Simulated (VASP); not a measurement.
# Sn3GeO4 (P4mm) in VASP: single point with PBE

Aim: the single point of Sn3GeO4 with PBE.

Everything below comes from runs of VASP 6.6.1. Logs are shortened: lines on timing, memory, paths and dates and some standing lists are left out, and cuts for length are marked.

## 1. The cell of the first run

It takes space group P4mm (No. 99, tetragonal). The conventional cell has a = 5.382 Å, b = 5.382 Å, c = 4.967 Å, α = 90.00°, β = 90.00°, γ = 90.00°. Within 3.0 Å of Sn (site symmetry 2mm) lie 4 O at 2.24 Å. Sn (site symmetry 4mm) has 4 O at 2.27 Å within 3.0 Å. Ge (site symmetry 4mm) has 4 O at 2.11 Å within 2.8 Å. O (site symmetry m) has 1 Ge at 2.11 Å and 3 Sn at 2.24 to 2.27 Å and 4 O at 2.64 to 2.74 Å within 2.8 Å.

## 2. Single point, PBE

INCAR reads:

```
  PREC = Accurate
  ENCUT = 520
  EDIFF = 1E-6
  ISMEAR = 0
  SIGMA = 0.02
  LREAL = False
  LASPH = True
  NELM = 100
  ALGO = Normal
  ISIF = 2
  LWAVE = False
  LCHARG = False
  GGA = PE
  NBANDS = 50
```

KPOINTS reads:

```
Automatic mesh
0
Gamma
  6 6 6
```

POSCAR reads:

```
Sn3GeO4
1.0
    5.3823315372      0.0000000000      0.0000000000
    0.0000000000      5.3823315372      0.0000000000
    0.0000000000      0.0000000000      4.9673221001
Sn Ge O
3 1 4
Direct
    0.0000000000      0.5000000000      0.2330094687
    0.5000000000      0.0000000000      0.2330094687
    0.5000000000      0.5000000000      0.7568404249
    0.0000000000      0.0000000000      0.7986427261
    0.7546418867      0.2453581133      0.9946244779
    0.2453581133      0.7546418867      0.9946244779
    0.7546418867      0.7546418867      0.9946244779
    0.2453581133      0.2453581133      0.9946244779
```

Potentials or basis: VASP PAW PBE potentials, release 64 (Sn_d, Ge_d, O).

Command:

```sh
cat potpaw_PBE.64/Sn_d/POTCAR potpaw_PBE.64/Ge_d/POTCAR potpaw_PBE.64/O/POTCAR > POTCAR
mpirun -np 1 vasp_std > vasp.out
```

OUTCAR:

```text
PREC = Accurate
   ENCUT = 520
   EDIFF = 1E-6
   ISMEAR = 0
   LREAL = False
   LASPH = True
   NELM = 100
   ISIF = 2
   GGA = PE

 ion  position               nearest neighbor table
   1  0.000  0.500  0.233-   5 2.24   6 2.24   7 2.24   8 2.24   3 3.58   3 3.58   3 3.74   3 3.74

   2  0.500  0.000  0.233-   5 2.24   6 2.24   7 2.24   8 2.24   3 3.58   3 3.58   3 3.74   3 3.74

   3  0.500  0.500  0.757-   5 2.27   6 2.27   7 2.27   8 2.27   1 3.58   2 3.58   2 3.58   1 3.58
                             1 3.74   2 3.74   2 3.74   1 3.74
   4  0.000  0.000  0.799-   5 2.11   6 2.11   7 2.11   8 2.11
   5  0.755  0.245  0.995-   4 2.11   2 2.24   1 2.24   3 2.27
   6  0.245  0.755  0.995-   4 2.11   2 2.24   1 2.24   3 2.27
   7  0.755  0.755  0.995-   4 2.11   2 2.24   1 2.24   3 2.27
   8  0.245  0.245  0.995-   4 2.11   2 2.24   1 2.24   3 2.27

  LATTYP: Found a simple tetragonal cell.
 ALAT       =     5.3823315372
 C/A-ratio  =     0.9228941149

  Lattice vectors:

 A1 = (   5.3823315372,   0.0000000000,   0.0000000000)
 A2 = (   0.0000000000,   5.3823315372,   0.0000000000)
 A3 = (   0.0000000000,   0.0000000000,   4.9673221001)

Analysis of symmetry for initial positions (statically):
=====================================================================
 Subroutine PRICEL returns:
 Original cell was already a primitive cell.

 Routine SETGRP: Setting up the symmetry group for a
 simple tetragonal supercell.

 Subroutine GETGRP returns: Found  8 space group operations
 (whereof  8 operations were pure point group operations)
 out of a pool of 16 trial point group operations.

The static configuration has the point symmetry C_4v.

Analysis of symmetry for dynamics (positions and initial velocities):
=====================================================================
 Subroutine PRICEL returns:
 Original cell was already a primitive cell.

 Routine SETGRP: Setting up the symmetry group for a
 simple tetragonal supercell.

 Subroutine GETGRP returns: Found  8 space group operations
 (whereof  8 operations were pure point group operations)
 out of a pool of 16 trial point group operations.

The dynamic configuration has the point symmetry C_4v.

 Subroutine INISYM returns: Found  8 space group operations
 (whereof  8 operations are pure point group operations),
 and found     1 'primitive' translations

----------------------------------------------------------------------------------------

                                     Primitive cell

  volume of cell :     143.9008

  direct lattice vectors                    reciprocal lattice vectors
     5.382331537  0.000000000  0.000000000     0.185793089  0.000000000  0.000000000
     0.000000000  5.382331537  0.000000000     0.000000000  0.185793089  0.000000000
     0.000000000  0.000000000  4.967322100     0.000000000  0.000000000  0.201315715

  length of vectors
     5.382331537  5.382331537  4.967322100     0.185793089  0.185793089  0.201315715

  position of ions in fractional coordinates (direct lattice)
     0.000000000  0.500000000  0.233009469
     0.500000000  0.000000000  0.233009469
     0.500000000  0.500000000  0.756840425
     0.000000000  0.000000000  0.798642726
     0.754641887  0.245358113  0.994624478
     0.245358113  0.754641887  0.994624478
     0.754641887  0.754641887  0.994624478
     0.245358113  0.245358113  0.994624478

  ion indices of the primitive-cell ions
   primitive index   ion index
                 1           1
                 2           2
                 3           3
                 4           4
                 5           5
                 6           6
                 7           7
                 8           8

----------------------------------------------------------------------------------------

 KPOINTS: Automatic mesh

Automatic generation of k-mesh.
 Grid dimensions read from file:
 generate k-points for:    6    6    6

 Generating k-lattice:

  Cartesian coordinates                     Fractional coordinates (reciprocal lattice)
     0.030965515  0.000000000  0.000000000     0.166666667  0.000000000  0.000000000
     0.000000000  0.030965515  0.000000000     0.000000000  0.166666667  0.000000000
     0.000000000  0.000000000  0.033552619     0.000000000  0.000000000  0.166666667

  Length of vectors
     0.030965515  0.030965515  0.033552619

  Shift w.r.t. Gamma in fractional coordinates (k-lattice)
     0.000000000  0.000000000  0.000000000

 Subroutine IBZKPT returns following result:
 ===========================================

 Found     40 irreducible k-points:

 Following reciprocal coordinates:
            Coordinates               Weight
  0.000000  0.000000  0.000000      1.000000
  0.166667  0.000000  0.000000      4.000000
  0.333333  0.000000  0.000000      4.000000
  0.500000  0.000000  0.000000      2.000000
  0.166667  0.166667  0.000000      4.000000
  0.333333  0.166667  0.000000      8.000000
[... 16 lines left out ...]
  0.333333  0.000000  0.333333      8.000000
  0.500000  0.000000  0.333333      4.000000
 [... further k-points ...]
   k-points           NKPTS =     40   k-points in BZ     NKDIM =     40   number of bands    NBANDS=     50
   number of dos      NEDOS =    301   number of ions     NIONS =      8
   total plane-waves  NPLWV =  64000
   dimension x,y,z NGX =    40 NGY =   40 NGZ =   40
   dimension x,y,z NGXF=    80 NGYF=   80 NGZF=   80
   ions per type =               3   1   4
   NGX,Y,Z   is equivalent  to a cutoff of  12.35, 12.35, 13.39 a.u.
   NGXF,Y,Z  is equivalent  to a cutoff of  24.71, 24.71, 26.77 a.u.
 SYSTEM =  unknown system
   PREC   = accura    normal or accurate (medium, high low for compatibility)
   ISTART =      0    job   : 0-new  1-cont  2-samecut
   ICHARG =      2    charge: 1-file 2-atom 10-const
   ISPIN  =      1    spin polarized calculation?
   LNONCOLLINEAR =      F non collinear calculations
   LSORBIT =      F    spin-orbit coupling
   LASPH  =      T    aspherical Exc in radial PAW
   ENCUT  =  520.0 eV  38.22 Ry    6.18 a.u.  10.01 10.01  9.24*2*pi/ulx,y,z
   NELM   =    100;   NELMIN=  2; NELMDL= -5     # of ELM steps
   EDIFF  = 0.1E-05   stopping-criterion for ELM
   LREAL  =      F    real-space projection
   EDIFFG = 0.1E-04   stopping-criterion for IOM
   NSW    =      0    number of steps for IOM
   IBRION =     -1    ionic relax: 0-MD 1-quasi-New 2-CG
   NFREE  =      0    steps in history (QN), initial steepest desc. (CG)
   ISIF   =      2    stress and relaxation
   ISYM   =      2    0-nonsym 1-usesym 2-fastsym
   POTIM  = 0.5000    time-step for ionic-motion
   TEBEG  =    0.0;   TEEND  =   0.0 temperature during run
   PSTRESS=    0.0 pullay stress
   NELECT =      80.0000    total number of electrons
   NUPDOWN=      -1.0000    fix difference up-down
   EMIN   =  10.00;   EMAX   =-10.00  energy-range for DOS
   EFERMI =   0.00;   METHOD = LEGACY
   ISMEAR =     0;   SIGMA  =   0.02  broadening in eV -4-tet -1-fermi 0-gaus
   EFERMI_NEDOS =   21; number of points for ismear=-14 and -15
   IALGO  =     38    algorithm
   IMIX   =      4    mixing-type and parameters
     AMIX     =   0.40;   BMIX     =  1.00
     AMIX_MAG =   1.60;   BMIX_MAG =  1.00
  volume/ion in A,a.u.               =      17.99       121.39
  Fermi-wavevector in a.u.,A,eV,Ry     =   1.346120  2.543798 24.654286  1.812039
  Thomas-Fermi vector in A             =   2.473978
   LORBIT       =      0    0 simple, 1 ext, 2 COOP (PROOUT), +10 PAW based schemes
   GGA     = PE    functional components
   LHFCALC =     F    Hartree Fock is set to
   AEXX    =    0.0000 exact exchange contribution
   IVDW    =     0    specifies the selected vdW correction
   LEPSILON=     F    determine dielectric tensor
   LRPA    =     F    only Hartree local field effects (RPA)
 non-spin polarized calculation
 Gauss-broadening in eV      SIGMA  =   0.02
  energy-cutoff  :      520.00
  volume of cell :      143.90
 maximum number of plane-waves:      3936
   NGX = 21   NGY = 21   NGZ = 19

 number of electron      80.0000033 magnetization

 Free energy of the ion-electron system (eV)
  ---------------------------------------------------
  ext. energy  EPLUGINS =         0.00000000
  ---------------------------------------------------
  free energy    TOTEN  =       -45.65617829 eV

  energy without entropy =      -45.65617829  energy(sigma->0) =      -45.65617829

 E-fermi :   5.8500     XC(G=0):  -9.9219

 val. band max:        5.6982466165   @ k =   0.1667   0.0000   0.0000
 cond. band min:       6.4292418122   @ k =   0.0000   0.0000   0.0000
 fundamental gap:      0.7309951957
 Fermi energy:         5.8500249203

 k-point     1 :       0.0000    0.0000    0.0000
  band No.  band energies     occupation
      1     -18.8772      2.00000
      2     -18.8366      2.00000
      3     -18.8320      2.00000
      4     -18.8320      2.00000
      5     -18.7949      2.00000
      6     -15.8424      2.00000
[... 42 lines left out ...]
     49      11.3590      0.00000
     50      11.3590      0.00000

 k-point     2 :       0.1667    0.0000    0.0000
  band No.  band energies     occupation
      1     -18.8773      2.00000
      2     -18.8366      2.00000
      3     -18.8320      2.00000
      4     -18.8319      2.00000
      5     -18.7949      2.00000
      6     -15.8385      2.00000
[... 42 lines left out ...]
     49      11.0529      0.00000
     50      11.4972      0.00000

 k-point     3 :       0.3333    0.0000    0.0000
  band No.  band energies     occupation
      1     -18.8775      2.00000
      2     -18.8365      2.00000
      3     -18.8321      2.00000
      4     -18.8318      2.00000
      5     -18.7948      2.00000
      6     -15.8293      2.00000
[... 1102 lines left out ...]
     49      11.4788      0.00000
     50      12.3958      0.00000

 k-point    24 :       0.5000    0.0000    0.3333
  band No.  band energies     occupation
      1     -18.8775      2.00000
      2     -18.8365      2.00000
      3     -18.8324      2.00000
      4     -18.8318      2.00000
      5     -18.7945      2.00000
      6     -15.8228      2.00000
[... 42 lines left out ...]
     49      11.8130      0.00000
     50      11.8374      0.00000

 [... further k-points ...]

------------------------ aborting loop because EDIFF is reached ----------------------------------------

  FORCE on cell =-STRESS in cart. coord.  units (eV):
  Direction    XX          YY          ZZ          XY          YZ          ZX
  --------------------------------------------------------------------------------------
  -------------------------------------------------------------------------------------
  Total        0.1843659      0.1843659      0.2183542      0.0000000      0.0000000      0.0000000
  in kB        2.0527113      2.0527113      2.4311339      0.0000000      0.0000000      0.0000000
  external PRESSURE =       2.1788521 kB  Pullay stress =       0.0000000 kB

 VOLUME and BASIS-vectors are now :
 -----------------------------------------------------------------------------
  energy-cutoff  :      520.00
  volume of cell :      143.90
      direct lattice vectors                 reciprocal lattice vectors
     5.382331537  0.000000000  0.000000000     0.185793089  0.000000000  0.000000000
     0.000000000  5.382331537  0.000000000     0.000000000  0.185793089  0.000000000
     0.000000000  0.000000000  4.967322100     0.000000000  0.000000000  0.201315715

 POSITION                                       TOTAL-FORCE (eV/Angst)
 -----------------------------------------------------------------------------------
      0.00000      2.69117      1.15743         0.000000      0.000000      0.077695
      2.69117      0.00000      1.15743         0.000000      0.000000      0.077695
      2.69117      2.69117      3.75947         0.000000      0.000000     -0.072278
      0.00000      0.00000      3.96712         0.000000     -0.000000     -0.074330
      4.06173      1.32060      4.94062        -0.003013      0.003013     -0.002196
      1.32060      4.06173      4.94062         0.003013     -0.003013     -0.002196
      4.06173      4.06173      4.94062        -0.003013     -0.003013     -0.002196
      1.32060      1.32060      4.94062         0.003013      0.003013     -0.002196
 -----------------------------------------------------------------------------------
    total drift:                               -0.000000      0.000000     -0.001375

  FREE ENERGIE OF THE ION-ELECTRON SYSTEM (eV)
  ---------------------------------------------------
  free  energy   TOTEN  =       -45.6561782900 eV

  energy  without entropy=      -45.6561782900  energy(sigma->0) =      -45.65617829
```

It took 6.4 min on 1 thread of AMD EPYC 7R43 (Zen 3), shared host; peak memory 0.35 GiB.

What came out:

```
Free energy            : -45.6562 eV
Pressure               : 0.2 GPa
Largest force          : 0.078 eV/Å
Band gap on the k mesh : 0.73 eV (least direct gap 0.77 eV)
```

Forces in eV/Å, atoms in the order of the input:
```
Sn   0.000  0.000  0.078
Sn   0.000  0.000  0.078
Sn   0.000  0.000 -0.072
Ge   0.000  0.000 -0.074
O   -0.003  0.003 -0.002
O    0.003 -0.003 -0.002
O   -0.003 -0.003 -0.002
O    0.003  0.003 -0.002
```

Caveat: spin-orbit coupling is left out, which moves the levels of the heavy elements.
